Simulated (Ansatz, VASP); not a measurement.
Ba4AlAs in VASP and in Ansatz

```
Ba Al As
1.0
     0.00000    4.93246    4.93246
     4.93246    0.00000    4.93246
     4.93246    4.93246    0.00000
Ba Al As
4 1 1
Direct
  0.62377 0.62377 0.62377
  0.62377 0.62377 0.12870
  0.62377 0.12870 0.62377
  0.12870 0.62377 0.62377
  0.00000 0.00000 0.00000
  0.25000 0.25000 0.25000
```

Change from the starting cell: species swapped into the TmCdCu4 type (F-43m, No. 216).

Alike in both runs: functional PBE; k mesh 8 × 8 × 8; occupations gaussian, width 0.1 eV; no spin polarisation.

Ansatz relaxed the structure, and its values are those at the end. VASP's run is a single point on that final structure, the one shown.

|  | VASP | Ansatz |
| --- | --- | --- |
| version | VASP 6.6.1 | Ansatz 0.2.0 |
| potentials or method | VASP PAW PBE potentials, release 64 (Ba_sv, Al, As), cutoff 520 eV | scalar-relativistic, plane waves, PAW |
| valence electrons in the cell | 48 | 58 |

VASP gave:

- gap on the k mesh at the Fermi level (eV): none
- pressure (GPa): 0.5
- rms of the force components (eV/Å): 0.018

**Question.** What did Ansatz give for the same quantities?

**Answer.** gap on the k mesh at the Fermi level (eV): none; pressure (GPa): 0.0; rms of the force components (eV/Å): 0.001.

A gap of «none» marks a metal or a gap that the smearing closes. VASP's potentials hold 48 valence electrons a cell and Ansatz's 58, so a difference there can come from the potentials and not from the codes.

Spin-orbit coupling is off throughout.
